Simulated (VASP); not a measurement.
Set up this calculation in VASP 6.6.1, as the native input.

```yaml
Task: single point
Functional: PBEsol
Potentials_or_basis: VASP PAW PBE potentials, release 64 (Zn)
Cutoff: 520 eV
k_mesh: 12 × 12 × 4
Occupations: fermi-dirac, width 0.05 eV
Spin: no spin polarisation
Dipole_correction: no
Further_INCAR_settings: ALGO = Fast; EDIFF = 1e-07; NBANDS = 25
```

The structure of Zn lies in POSCAR:

```
Zn
1.0
    2.2681701736     -1.3084870100      0.0000000000
    2.2681701736      1.3084870100      0.0000000000
   -1.5917165425      0.0000000000      7.3004081919
Zn
3
Direct
    0.7780178600      0.7780178600      0.3345049800
    0.2219821400      0.2219821400      0.6654950200
    0.0000000000      0.0000000000      0.0000000000
```

One way to write it, as run:

INCAR

```
  PREC = Accurate
  ENCUT = 520
  EDIFF = 1E-7
  ISMEAR = -1
  SIGMA = 0.05
  LREAL = False
  LASPH = True
  NELM = 80
  ALGO = Fast
  ISIF = 2
  LWAVE = False
  LCHARG = False
  GGA = PS
  NBANDS = 25
```

KPOINTS

```
regular mesh
0
Gamma
  12 12 4
```

Potentials or basis: VASP PAW PBE potentials, release 64 (Zn).

Run with:

```bash
$ cat potpaw_PBE.64/Zn/POTCAR > POTCAR
$ mpirun -np 1 vasp_std > vasp.out
```

It gave:

```
Pressure               : -0.8 GPa
Largest force          : 0.012 eV/Å
Band gap on the k mesh : zero (band 18 reaches 4.63 eV, above the bottom of band 19 at 0.30 eV)
```

Caveat: the PAW data sets were made with another functional, which shifts forces and pressure a little.

It took 2.2 min on 1 thread of Intel(R) Xeon(R) Platinum 8375C CPU @ 2.90GHz (Ice Lake), on a shared host, peak memory 0.24 GiB.
